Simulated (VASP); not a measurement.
AlRu, 2 atoms in the cell. The structure is cubic, space group Pm-3m (No. 221). The conventional cell has a = 2.982 Å, b = 2.982 Å, c = 2.982 Å, α = 90.00°, β = 90.00°, γ = 90.00°. Al (site symmetry m-3m) has 8 Ru at 2.58 Å and 6 Al at 2.98 Å within 3.4 Å. Ru (site symmetry m-3m) has 8 Al at 2.58 Å and 6 Ru at 2.98 Å within 3.4 Å. 

* Program: VASP 6.6.1
* Task: electric field gradients
* Functional: PBE
* Potentials or basis: VASP PAW PBE potentials, release 64 (Al, Ru_pv)
* Cutoff: 400 eV
* k mesh: 6 × 6 × 6
* Occupations: gaussian, width 0.1 eV
* Spin: no spin polarisation
* Dipole correction: no
* Further INCAR settings: ALGO = Normal; EDIFF = 1e-08; NBANDS = 16

Potentials or basis: VASP PAW PBE potentials, release 64 (Al, Ru_pv).

Launch:

```sh
$ cat potpaw_PBE.64/Al/POTCAR potpaw_PBE.64/Ru_pv/POTCAR > POTCAR
$ mpirun -np 1 vasp_std > vasp.out
```

Hardware: 1 thread of Intel Xeon 8259CL, on a shared host.

Task: Estimate the wall time of this run.

Result: It took 12 s on 1 thread of Intel Xeon 8259CL (shared host), peak memory 0.12 GiB. Counts: scf iterations 14, k points 20.
